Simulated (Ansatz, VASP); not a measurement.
**C in VASP and in Ansatz**

```
CELL_PARAMETERS angstrom
1.75704 1.75704 0.00000
-1.75704 1.75704 0.00000
0.00000 1.75704 1.76829
ATOMIC_POSITIONS crystal
C 0.50000 0.50000 0.00000
C 0.75000 0.25000 0.50000
```

Change from the starting cell: film at in-plane strain -0.005.

Alike in both runs: task single point; functional LDA; k mesh 12 × 12 × 12; no spin polarisation.

|  | VASP | Ansatz |
| --- | --- | --- |
| version | VASP 6.6.1 | Ansatz 0.2.0 |
| potentials or method | VASP PAW LDA potentials, release 64 (C), cutoff 520 eV | all-electron LAPW, scalar-relativistic |
| occupations | gaussian, width 0.01 eV | fixed |

```csv
,VASP,Ansatz,Ansatz less VASP
gap on the k mesh at the Fermi level (eV),4.14,4.14,+0.006
pressure (GPa),5.8,4.2,-1.53
"traceless stress, the component that is largest in VASP (GPa)",-4.12,-4.13,-0.011
```

LDA's correlation is that of Perdew and Zunger in VASP and of Perdew and Wang (1992) in Ansatz. Ansatz ran all-electron here, and VASP with PAW potentials.
